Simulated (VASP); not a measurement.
Input of a VASP 6.6.1 run:

File INCAR:

```
PREC = Accurate
ENCUT = 520
EDIFF = 1E-8
ISMEAR = 0
SIGMA = 0.01
LREAL = False
LASPH = True
NELM = 60
ALGO = Normal
ISIF = 2
LWAVE = False
LCHARG = True
GGA = CA
NBANDS = 16
IBRION = 8
NSW = 1
```

Contents of KPOINTS:

```
regular mesh
0
Gamma
  8 8 8
```

Contents of POSCAR:

```
CdS
1.0
    2.8290697295      2.8290697295      0.0000000000
   -2.8290697295      2.8290697295      0.0000000000
    0.0000000000      2.8290697295      2.8290697295
Cd S
1 1
Direct
    0.0000000000      0.0000000000      0.0000000000
    0.7500000000      0.2500000000      0.5000000000
```

Potentials or basis: VASP PAW LDA potentials, release 64 (Cd, S).

The run is started by

```bash
$ cat potpaw_LDA.64/Cd/POTCAR potpaw_LDA.64/S/POTCAR > POTCAR
$ mpirun -np 1 vasp_std > vasp.out
```

(1) What does it give for the highest phonon frequency at Γ, LO-TO splitting left out?

Results:

(1) 272 cm⁻¹.

Caveat: the cell wasn't relaxed at this level first, which shifts response properties.
